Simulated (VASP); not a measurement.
In: single point with PBE

Crystal: In.

```
In
1.0
    -1.90760    1.90760    1.90760
     1.90760   -1.90760    1.90760
     1.90760    1.90760   -1.90760
In
1
Direct
  0.00000 0.00000 0.00000
```

This isn't the form of In at room conditions, which is tetragonal.

- Program: VASP 6.6.1
- Task: single point
- Functional: PBE
- Potentials or basis: VASP PAW PBE potentials, release 64 (In_d)
- Cutoff: 520 eV
- k mesh: 20 × 20 × 20
- Occupations: fermi-dirac, width 0.0612256 eV
- Spin: no spin polarisation

| Quantity | Value |
| --- | --- |
| Pressure | 0.0 GPa |
| Band gap on the k mesh | zero (an odd number of electrons rules out a gap without spin polarisation) |

Levels at points of the mesh, in eV from the Fermi level:
| k point | band 2 | band 3 | band 4 | band 5 | band 6 | band 7 | band 8 | band 9 | band 10 | band 11 |
| --- | --- | --- | --- | --- | --- | --- | --- | --- | --- | --- |
| (0.00, 0.00, 0.00) | -14.61 | -14.61 | -14.37 | -14.37 | -9.13 | 10.48 | 10.48 | 10.48 | 12.83 | 12.83 |
| (0.50, 0.00, 0.00) | -14.64 | -14.39 | -14.38 | -14.23 | -3.91 | -2.94 | 5.66 | 7.12 | 9.74 | 9.80 |
| (0.50, 0.50, 0.50) | -14.70 | -14.26 | -14.26 | -14.26 | 0.63 | 1.27 | 1.27 | 1.27 | 5.19 | 5.19 |

It took 2.2 min on 1 thread of AMD EPYC 7R13, with other jobs on the host, peak memory 0.19 GiB.

Caveat: spin-orbit coupling is left out, which moves the levels of the heavy elements.
